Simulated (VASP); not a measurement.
# Sr7Zn16 (a cell with a defect) in VASP: single point with LDA

Aim: the single point of Sr7Zn16 (a cell with a defect) with LDA.

Program: VASP 6.6.1. These are calculated values, not measurements. Logs are shortened: lines on timing, memory, paths and dates and some standing lists are left out, and cuts for length are marked.

### 1 The cell of the first run

The cell holds a defect, 23 atoms: a = 6.087 Å, b = 12.174 Å, c = 12.174 Å, α = 133.19°, β = 99.23°, γ = 98.92°.

### 2 Single point, LDA

File INCAR:

```
PREC = Accurate ; ENCUT = 520
EDIFF = 1E-6 ; ISMEAR = -1
SIGMA = 0.05 ; LREAL = Auto
LASPH = T ; NELM = 100
ALGO = Normal ; ISIF = 2
LWAVE = F ; LCHARG = F
NBANDS = 148
```

File KPOINTS:

```
regular mesh
0
Gamma
  3 2 2
```

File POSCAR:

```
Sr7Zn16
1.0
   -2.4178663900      3.9437682600      3.9564166500
    4.8357327800     -7.8875365200      7.9128333000
    4.8357327800      7.8875365200     -7.9128333000
Sr Zn
7 16
Direct
    0.3365749310      0.0209641517      0.1174662050
    0.3454742707     -0.0041692035      0.5947853020
    0.7189201791      0.4669875552      0.8654710878
    0.2831748538      0.5208257393      0.1615589399
    0.7262472954      0.9696167557      0.3622241915
    0.3360662286      0.5310730688      0.6031908553
    0.7753660503      1.0336900410      0.9156975579
    0.2999966234      0.1705361803      0.4597349475
    0.9358409787      0.1458990051      0.2804528102
    0.7045037845      0.3826329728      0.1260456772
   -0.1952514574      0.3498070547      0.3149956153
    0.3101319341      0.1513561621      0.9283572583
    0.9737039703      0.1679908773      0.7627073867
    0.7557665189      0.3358009887      0.5216842474
    0.1183487031      0.3329488630      0.6929013188
   -0.0487002802      0.6249625473      0.4348111132
    0.8728060116      0.6753253591      0.2607619986
    0.7699932081      0.8271755264      0.0227539229
    0.1216219542      0.8261719020      0.2037182639
    0.2913352642      0.6589403701      0.9510114402
    0.9402781459      0.6617140717      0.7828053516
    0.8028896889      0.8521983527      0.5448867016
    0.1334012606      0.8434108248      0.7344889003
```

Potentials or basis: VASP PAW LDA potentials, release 64 (Sr_sv, Zn).

Command:

```bash
$ cat potpaw_LDA.64/Sr_sv/POTCAR potpaw_LDA.64/Zn/POTCAR > POTCAR
$ mpirun -np 1 vasp_std > vasp.out
```

OUTCAR:

```text
PREC = Accurate
   ENCUT = 520
   EDIFF = 1E-6
   ISMEAR = -1
   LREAL = Auto
   LASPH = T
   NELM = 100
   ISIF = 2

 ion  position               nearest neighbor table
   1  0.337  0.021  0.117-  21 3.28   8 3.28   9 3.28  20 3.29  11 3.32  18 3.36  19 3.37   9 3.37
                            23 3.39  14 3.54  12 3.58  18 3.61   5 3.95   7 3.96   7 3.96   6 4.82
   2  0.345  0.996  0.595-  12 3.16  22 3.23  13 3.28  17 3.33  22 3.43   8 3.48  23 3.50  13 3.51
                            19 3.52  16 3.61   5 3.82  15 3.97   7 4.03   3 4.07   5 4.16   4 4.28
   3  0.719  0.467  0.865-  19 3.30  18 3.30  21 3.34  15 3.34  14 3.37  15 3.38  17 3.40  20 3.42
                             8 3.55  20 3.57  13 3.66  10 3.96   2 4.07   4 4.16   6 4.22   4 4.56
   4  0.283  0.521  0.162-  10 3.21  17 3.25  12 3.35  17 3.36  13 3.40  10 3.48  22 3.69  19 3.71
                            16 3.73  20 3.91   3 4.16   5 4.26   2 4.28   7 4.55   3 4.56
   5  0.726  0.970  0.362-   9 3.12  17 3.23  15 3.28  19 3.28  18 3.29  22 3.38  19 3.38  14 3.39
                             8 3.41  13 3.50  20 3.62   8 3.62   2 3.82   1 3.95   2 4.16   4 4.26
   6  0.336  0.531  0.603-  11 3.34  21 3.35   8 3.38   9 3.39  21 3.42  15 3.44  20 3.45  14 3.49
                            23 3.51  14 3.55  16 3.67  18 3.68   3 4.22   7 4.34   1 4.82   1 4.86
   7  0.775  0.034  0.916-  12 3.28  10 3.29  23 3.33  12 3.35  13 3.45  22 3.46  11 3.52   9 3.53
                            18 3.53  23 3.60   1 3.96   1 3.96  21 4.00   2 4.03   6 4.34   4 4.55
   8  0.300  0.171  0.460-   9 2.67  15 2.68  14 2.80  19 2.84   1 3.28   6 3.38   5 3.41   2 3.48
                             3 3.55   5 3.62
   9  0.936  0.146  0.280-  11 2.50  18 2.65   8 2.67  14 2.77   5 3.12   1 3.28   1 3.37   6 3.39
                             7 3.53
  10  0.705  0.383  0.126-  12 2.50  11 2.59  16 2.59  17 2.60   4 3.21   7 3.29   4 3.48   3 3.96

  11  0.805  0.350  0.315-  16 2.47   9 2.50  10 2.59  14 2.69   1 3.32   6 3.34   7 3.52
  12  0.310  0.151  0.928-  10 2.50  23 2.57  13 2.77   2 3.16   7 3.28   7 3.35   4 3.35   1 3.58

  13  0.974  0.168  0.763-  22 2.61  15 2.75  12 2.77   2 3.28   4 3.40   7 3.45   5 3.50   2 3.51
                             3 3.66
  14  0.756  0.336  0.522-  11 2.69  21 2.70   9 2.77   8 2.80  15 2.80   3 3.37   5 3.39   6 3.49
                             1 3.54   6 3.55
  15  0.118  0.333  0.693-   8 2.68  20 2.70  13 2.75  14 2.80   5 3.28   3 3.34   3 3.38   6 3.44
                             2 3.97
  16  0.951  0.625  0.435-  11 2.47  23 2.47  22 2.52  17 2.58  10 2.59   2 3.61   6 3.67   4 3.73

  17  0.873  0.675  0.261-  16 2.58  10 2.60  22 2.71  19 2.71   5 3.23   4 3.25   2 3.33   4 3.36
                             3 3.40
  18  0.770  0.827  0.023-   9 2.65  21 2.69  19 2.82  20 2.89   5 3.29   3 3.30   1 3.36   7 3.53
                             1 3.61   6 3.68
  19  0.122  0.826  0.204-  17 2.71  20 2.79  18 2.82   8 2.84   5 3.28   3 3.30   1 3.37   5 3.38
                             2 3.52   4 3.71
  20  0.291  0.659  0.951-  15 2.70  21 2.73  19 2.79  18 2.89   1 3.29   3 3.42   6 3.45   3 3.57
                             5 3.62   4 3.91
  21  0.940  0.662  0.783-  18 2.69  14 2.70  20 2.73  23 2.80   1 3.28   3 3.34   6 3.35   6 3.42
                             7 4.00
[... 190 lines left out ...]
     AMIX_MAG =   1.60;   BMIX_MAG =  1.00
  volume/ion in A,a.u.               =      26.24       177.11
  Fermi-wavevector in a.u.,A,eV,Ry     =   1.239520  2.342352 20.904108  1.536409
  Thomas-Fermi vector in A             =   2.373999
   LORBIT       =      0    0 simple, 1 ext, 2 COOP (PROOUT), +10 PAW based schemes
   GGA     = CA    functional components
   LHFCALC =     F    Hartree Fock is set to
   AEXX    =    0.0000 exact exchange contribution
   IVDW    =     0    specifies the selected vdW correction
   LEPSILON=     F    determine dielectric tensor
   LRPA    =     F    only Hartree local field effects (RPA)
 non-spin polarized calculation
  energy-cutoff  :      520.00
  volume of cell :      603.62
 maximum number of plane-waves:     16292
 NGX is ok and might be reduce to    48
   NGX = 23   NGY = 45   NGZ = 45

 number of electron     262.0000005 magnetization

 Free energy of the ion-electron system (eV)
  ---------------------------------------------------
  ext. energy  EPLUGINS =         0.00000000
  ---------------------------------------------------
  free energy    TOTEN  =       -45.39494239 eV

  energy without entropy =      -45.29064798  energy(sigma->0) =      -45.34279518

 E-fermi :   1.6404     XC(G=0):  -9.4779

 val. band max:        1.6033229393   @ k =   0.3333   0.5000   0.5000
 cond. band min:       1.6663197866   @ k =   0.0000   0.0000   0.0000
 fundamental gap:      0.0629968473
 Fermi energy:         1.6404336710

 k-point     1 :       0.0000    0.0000    0.0000
  band No.  band energies     occupation
      1     -34.3436      2.00000
      2     -34.2024      2.00000
      3     -34.1641      2.00000
      4     -34.1138      2.00000
      5     -33.9884      2.00000
      6     -33.8387      2.00000
[... 1157 lines left out ...]
    142       3.1716      0.00000
    143       3.2647      0.00000
 [bands above 143 left out]

------------------------ aborting loop because EDIFF is reached ----------------------------------------

  FORCE on cell =-STRESS in cart. coord.  units (eV):
  Direction    XX          YY          ZZ          XY          YZ          ZX
  --------------------------------------------------------------------------------------
  -------------------------------------------------------------------------------------
  Total      -17.5658360    -18.1959791    -19.0219878     -0.7695171      2.2124717      0.6189732
  in kB      -46.6244494    -48.2970185    -50.4894678     -2.0425052      5.8724946      1.6429213
  external PRESSURE =     -48.4703119 kB  Pullay stress =       0.0000000 kB

 VOLUME and BASIS-vectors are now :
 -----------------------------------------------------------------------------
  energy-cutoff  :      520.00
  volume of cell :      603.62
      direct lattice vectors                 reciprocal lattice vectors
    -2.417866390  3.943768260  3.956416650     0.000000000  0.126782297  0.126376983
     4.835732780 -7.887536520  7.912833300     0.103396946  0.000000000  0.063188492
     4.835732780  7.887536520 -7.912833300     0.103396946  0.063391149  0.000000000

 POSITION                                       TOTAL-FORCE (eV/Angst)
 -----------------------------------------------------------------------------------
     -0.14438      2.08854      0.56803         0.000913     -0.000834      0.009492
      6.85648     -1.80079      4.54025        -0.009260      0.007234      0.013621
      4.70516      5.97831     -0.30879         0.001948      0.002504     -0.008772
      2.61515     -1.71695      3.96318        -0.000980     -0.004576     -0.001837
      4.68446     -1.92668      7.67953         0.007245     -0.001416     -0.010989
      4.67243      1.89420      0.75896        -0.000479      0.002695      0.008870
[... 15 lines left out ...]
      4.81465      0.74248      5.60827         0.006074     -0.008911     -0.019622
      7.30775     -0.33302      1.38967         0.003772      0.011893      0.001211
 -----------------------------------------------------------------------------------
    total drift:                                0.001765      0.000869      0.003396

  FREE ENERGIE OF THE ION-ELECTRON SYSTEM (eV)
  ---------------------------------------------------
  free  energy   TOTEN  =       -45.3949423870 eV

  energy  without entropy=      -45.2906479811  energy(sigma->0) =      -45.34279518
```

OSZICAR:

```text
N       E                     dE             d eps       ncg     rms          rms(c)
DAV:   1     0.260199537624E+04    0.26020E+04   -0.11804E+05  2368   0.213E+03
DAV:   2     0.380064126411E+03   -0.22219E+04   -0.21634E+04  2368   0.538E+02
DAV:   3    -0.108568834250E+02   -0.39092E+03   -0.38244E+03  2428   0.217E+02
DAV:   4    -0.453627786186E+02   -0.34506E+02   -0.33891E+02  2832   0.515E+01
DAV:   5    -0.477298107423E+02   -0.23670E+01   -0.23507E+01  3920   0.877E+00    0.454E+01
DAV:   6    -0.455115785618E+02    0.22182E+01   -0.15085E+01  2888   0.256E+01    0.235E+01
DAV:   7    -0.454372823894E+02    0.74296E-01   -0.30078E+00  2760   0.218E+01    0.566E+00
DAV:   8    -0.453643132053E+02    0.72969E-01   -0.78132E-01  2848   0.156E+01    0.133E+00
DAV:   9    -0.453918623691E+02   -0.27549E-01   -0.39713E-01  2848   0.314E+00    0.729E-01
DAV:  10    -0.453935673257E+02   -0.17050E-02   -0.45982E-02  2880   0.220E+00    0.332E-01
DAV:  11    -0.453946162531E+02   -0.10489E-02   -0.17275E-02  2992   0.127E+00    0.160E-01
DAV:  12    -0.453948625212E+02   -0.24627E-03   -0.39047E-03  3296   0.347E-01    0.708E-02
DAV:  13    -0.453949127030E+02   -0.50182E-04   -0.57569E-04  3376   0.220E-01    0.291E-02
DAV:  14    -0.453949398899E+02   -0.27187E-04   -0.27489E-04  2696   0.126E-01    0.212E-02
DAV:  15    -0.453949422181E+02   -0.23283E-05   -0.28307E-05  2456   0.454E-02    0.973E-03
DAV:  16    -0.453949423870E+02   -0.16887E-06   -0.50619E-06  2088   0.271E-02
   1 F= -.45394942E+02 E0= -.45342795E+02  d E =-.104294E+00
```

Run time: 30 min. Hardware: 1 thread of Intel Xeon 6975P-C (Granite Rapids), shared host; peak memory 0.84 GiB.

Results:

* Free energy: -45.3949 eV
* Pressure: -4.8 GPa
* Largest force: 0.022 eV/Å
* Band gap on the k mesh: zero (bands 131 and 132 overlap by 0.01 eV)

Forces on the atoms (eV/Å):
```
Sr   0.001 -0.001  0.009
Sr  -0.009  0.007  0.014
Sr   0.002  0.003 -0.009
Sr  -0.001 -0.005 -0.002
Sr   0.007 -0.001 -0.011
Sr   0.000  0.003  0.009
Sr  -0.004 -0.005 -0.002
Zn  -0.003  0.005  0.004
Zn  -0.003  0.006  0.005
Zn  -0.014 -0.010  0.012
Zn  -0.002 -0.002 -0.010
Zn   0.012  0.012 -0.011
Zn   0.014 -0.007  0.003
Zn   0.003 -0.001 -0.009
Zn  -0.001  0.001  0.000
Zn  -0.005  0.007  0.002
Zn  -0.006 -0.008  0.009
Zn   0.000 -0.011 -0.005
Zn   0.004  0.004  0.003
Zn  -0.002  0.011  0.000
Zn  -0.003 -0.011  0.006
Zn   0.006 -0.009 -0.020
Zn   0.004  0.012  0.001
```

Caveat: the k points lie up to 0.38 Å⁻¹ apart.
